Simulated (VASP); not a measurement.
Crystal: As2P3.

```
P As
1.0
     4.40842    0.00000    0.00000
    -2.20421    3.81780    0.00000
     0.00000    0.00000    5.32276
P As
3 2
Direct
  0.00000 0.00000 0.00000
  0.33333 0.66667 0.62500
  0.66667 0.33333 0.37500
  0.33333 0.66667 0.13800
  0.66667 0.33333 0.86200
```

| Property | Result |
| --- | --- |
| Program | VASP 6.6.1 |
| Task | relaxation of cell and atoms |
| Functional | PBE |
| Potentials or basis | VASP PAW PBE potentials, release 64 (P, As) |
| Cutoff | 600 eV |
| k mesh | 6 × 6 × 4 |
| Occupations | gaussian, width 0.1 eV |
| Spin | no spin polarisation |

At the start: pressure 2.6 GPa; volume 17.92 Å³/atom.

Problem. Where does the relaxation end?

Solution. Over 39 steps the energy falls by 389.9 meV/atom and the volume is 20.86 Å³/atom (+16.4 %); space group P-3m1 (No. 164, to 0.05 Å).

Step by step:
| step | energy change (eV) | largest force (eV/Å) | pressure (GPa) | volume (Å³) |
| --- | --- | --- | --- | --- |
| 1 | 0.0000 | 1.0130 | 2.55 | 89.58 |
| 2 | -0.2278 | 1.1155 | -0.75 | 93.33 |
| 3 | -0.4151 | 1.0834 | -4.03 | 98.80 |
| 4 | -0.3291 | 0.5073 | -6.39 | 110.31 |
| 5 | -0.4627 | 0.8792 | -5.22 | 102.60 |
| 6 | -0.5813 | 0.5933 | -3.89 | 101.63 |
| 7 | -0.6603 | 0.9225 | -1.58 | 100.28 |
| 8 | -0.8032 | 0.9138 | -0.58 | 98.57 |
| 9 | -1.1528 | 0.7530 | 2.80 | 93.21 |
| 10 | -0.7616 | 0.7274 | 17.12 | 81.60 |
| 11 | -1.2569 | 0.6057 | 5.91 | 89.92 |
| 12 | -1.3975 | 0.3305 | 4.22 | 91.57 |
| 13 | -1.4712 | 0.3652 | 2.08 | 94.12 |
| 14 | -1.4984 | 0.3670 | 0.98 | 95.62 |
| 15 | -1.5183 | 0.4922 | -1.20 | 99.01 |
| 16 | -1.5397 | 0.4495 | -0.89 | 99.17 |
| 17 | -1.5502 | 0.4705 | -0.45 | 99.35 |
| 18 | -1.5831 | 0.4697 | 0.36 | 98.78 |
| 19 | -1.6686 | 0.5491 | 2.92 | 97.11 |
| 20 | -1.6773 | 0.6203 | 8.57 | 93.82 |
| 21 | -1.7172 | 0.5710 | 5.05 | 95.79 |
| 22 | -1.7225 | 0.5781 | 6.56 | 94.91 |
| 23 | -1.7279 | 0.5692 | 6.60 | 94.96 |
| 24 | -1.7420 | 0.5436 | 6.71 | 95.10 |
| 25 | -1.7582 | 0.4962 | 6.93 | 95.38 |
| 26 | -1.7796 | 0.4553 | 6.46 | 95.85 |
| 27 | -1.8354 | 0.3397 | 5.13 | 97.29 |
| 28 | -1.9105 | 0.1360 | 2.71 | 100.20 |
| 29 | -1.9319 | 0.3254 | -1.24 | 106.19 |
| 30 | -1.9424 | 0.2241 | 0.03 | 104.05 |
| 31 | -1.9424 | 0.2151 | 0.15 | 103.87 |
| 32 | -1.9444 | 0.1868 | 0.10 | 104.01 |
| 33 | -1.9481 | 0.0992 | -0.04 | 104.42 |
| 34 | -1.9447 | 0.1994 | -0.26 | 105.23 |
| 35 | -1.9486 | 0.0761 | -0.11 | 104.63 |
| 36 | -1.9489 | 0.0707 | -0.07 | 104.58 |
| 37 | -1.9495 | 0.0542 | 0.06 | 104.43 |
| 38 | -1.9494 | 0.0477 | 0.32 | 104.12 |
| 39 | -1.9497 | 0.0394 | 0.18 | 104.29 |

Final structure:
```
P As
1.0
     4.15682    0.00000    0.00000
    -2.07841    3.59991    0.00000
     0.00000    0.00000    6.96951
P As
3 2
Direct
  0.00000 0.00000 0.00000
  0.33333 0.66667 0.49150
  0.66667 0.33333 0.50850
  0.33333 0.66667 0.15333
  0.66667 0.33333 0.84667
```

Caveat: the volume moved by over 15 % at a fixed basis, so the end points are rough.
